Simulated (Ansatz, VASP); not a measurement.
**One calculation of HfN, two programs**

```
CELL_PARAMETERS angstrom
3.10055 0.00000 0.00000
-1.55028 2.68516 0.00000
0.00000 0.00000 2.91073
ATOMIC_POSITIONS crystal
Hf 0.00000 0.00000 0.00000
N 0.66667 0.33333 0.50000
```

Alike in both runs: task single point; functional LDA; k mesh 24 × 24 × 20; occupations gaussian, width 0.1 eV; no spin polarisation.

```csv
,VASP,Ansatz
version,VASP 6.6.1,Ansatz 0.2.0
potentials or method,"VASP PAW LDA potentials, release 64 (Hf_pv, N)","scalar-relativistic, plane waves, PAW"
plane-wave cutoff (eV),520,420
valence electrons in the cell,15,31
```

```tsv
	VASP	Ansatz	Ansatz less VASP
gap on the k mesh at the Fermi level (eV)	none	none	-
pressure (GPa)	-14.8	-13.8	+1.01
traceless stress, the component that is largest in VASP (GPa)	-1.70	-1.46	+0.243
```

LDA's correlation is that of Perdew and Zunger in VASP and of Perdew and Wang (1992) in Ansatz. A gap of «none» marks a metal or a gap that the smearing closes. VASP's potentials hold 15 valence electrons a cell and Ansatz's 31, so a difference there can come from the potentials and not from the codes.

Neither program's run includes spin-orbit coupling.
